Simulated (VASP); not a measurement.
Input of a VASP 6.6.1 run:

Contents of INCAR:

```
SYSTEM = Mg2Sn
  PREC = Accurate
  ENCUT = 600
  EDIFF = 1E-6
  ISMEAR = 0
  SIGMA = 0.1
  LREAL = .FALSE.
  LASPH = .TRUE.
  NELM = 120
  ALGO = Normal
  ISIF = 2
  LWAVE = .FALSE.
  LCHARG = .FALSE.
  GGA = PE
  IVDW = 12
  NBANDS = 16
  GGA_COMPAT = .FALSE.
```

File KPOINTS:

```
regular mesh
0
G
  12 12 12
  0 0 0
```

The input POSCAR:

```
Mg2Sn
1.0
    0.0000000000      3.3564422876      3.3564422876
    3.3564422876      0.0000000000      3.3564422876
    3.3564422876      3.3564422876      0.0000000000
Mg Sn
2 1
Direct
    0.2500000000      0.2500000000      0.2500000000
    0.7500000000      0.7500000000      0.7500000000
    0.0000000000      0.0000000000      0.0000000000
```

Potentials or basis: VASP PAW PBE potentials, release 64 (Mg, Sn_d).

Command:

```sh
$ cat potpaw_PBE.64/Mg/POTCAR potpaw_PBE.64/Sn_d/POTCAR > POTCAR
$ mpirun -np 1 vasp_std > vasp.out
```

What does it give for the band gap on the k mesh?

Zero (band 9 reaches 4.43 eV, above the bottom of band 10 at 4.31 eV).

Estimate the pressure.

-0.1 GPa.

What does it give for the dispersion energy per atom?

-0.302 eV.

Caveat: spin-orbit coupling is left out, which moves the levels of the heavy elements; pairwise dispersion overbinds metals, which lowers pressure and volume.
